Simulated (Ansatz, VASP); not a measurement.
# One calculation of Sn3Se, two programs

```
Sn Se
1.0
     0.00000    3.63989    3.63989
     3.65819   -0.01829    3.65819
     3.65819    3.65819   -0.01829
Sn Se
3 1
Direct
  0.25000 0.25000 0.25000
  0.75000 0.75000 0.75000
  0.50000 0.50000 0.50000
  0.00000 0.00000 0.00000
```

Change from the starting cell: strain -0.0100 x Voigt [0, 0, 0, 1, 0, 0], atoms carried along.

Alike in both runs: task single point; functional PBEsol; k mesh 12 × 12 × 12; occupations gaussian, width 0.15 eV; no spin polarisation.

```csv
,VASP,Ansatz
version,VASP 6.6.1,Ansatz 0.2.0
potentials or method,"VASP PAW PBE potentials, release 64 (Sn_d, Se), cutoff 520 eV","scalar-relativistic, plane waves, PAW"
valence electrons in the cell,48,58
```

```tsv
	VASP	Ansatz	Ansatz less VASP
gap on the k mesh at the Fermi level (eV)	none	none	-
pressure (GPa)	0.1	0.1	-0.03
traceless stress, the component that is largest in VASP (GPa)	0.13	0.13	-0.001
rms of the force components (eV/Å)	0.010	0.010	0.0000
```

VASP's potentials were made for PBE, not for PBEsol. Atom by atom the forces differ by 0.000 eV/Å (rms over components). A gap of «none» marks a metal or a gap that the smearing closes. The functional is the same, so the differences come from potentials, cutoffs and numerics. VASP's potentials hold 48 valence electrons a cell and Ansatz's 58, so a difference there can come from the potentials and not from the codes.
